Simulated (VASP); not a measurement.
LiSc12: single point with LDA

The system is LiSc12, a slab with vacuum.

```
Sc Li
1.0
     6.62000    0.00000    0.00000
     3.31000    5.73309    0.00000
     0.00000    0.00000   17.27614
Sc Li
12 1
Direct
  0.00000 0.00000 0.05788
  0.50000 0.00000 0.05788
  0.00000 0.50000 0.05788
  0.50000 0.50000 0.05788
  0.83445 0.33124 0.19578
  0.33331 0.33338 0.19615
  0.83445 0.83436 0.19577
  0.33123 0.83441 0.19574
  0.00022 0.99998 0.33992
  0.50466 0.99061 0.33402
  0.99055 0.50477 0.33412
  0.50468 0.50483 0.33406
  0.66572 0.66742 0.48309
```

```
Program             : VASP 6.6.1
Task                : single point
Functional          : LDA
Potentials or basis : VASP PAW LDA potentials, release 64 (Sc_sv, Li_sv)
Cutoff              : 520 eV
k mesh              : 3 × 3 × 1
Occupations         : fermi-dirac, width 0.1 eV
Spin                : no spin polarisation
```

The largest force is 0.031 eV/Å and the band gap on the k mesh is zero (an odd number of electrons rules out a gap without spin polarisation).

Forces in eV/Å, atoms in the order of the input:
```
Sc   0.000  0.000 -0.031
Sc   0.000  0.025 -0.004
Sc   0.022 -0.012 -0.004
Sc  -0.021 -0.012 -0.004
Sc  -0.001 -0.001 -0.002
Sc   0.000  0.000  0.000
Sc   0.001  0.001 -0.002
Sc  -0.001  0.000 -0.002
Sc  -0.003  0.000  0.012
Sc   0.002  0.004  0.011
Sc   0.003 -0.001  0.010
Sc  -0.003 -0.003  0.010
Li   0.000  0.000  0.006
```

Levels at points of the mesh, in eV from the Fermi level:
```tsv
k point	band 65	band 66	band 67	band 68	band 69	band 70	band 71	band 72
(0.00, 0.00, 0.00)	-0.30	-0.28	-0.28	-0.24	0.06	0.48	0.56	0.56
```

Run time: 28 min on 1 thread of Intel Xeon 8259CL, on a shared host, peak memory 0.57 GiB.

Caveat: the k points lie up to 0.37 Å⁻¹ apart, too coarse for converged energies and pressures of a metal; there is no dipole correction, which matters where the two faces differ.
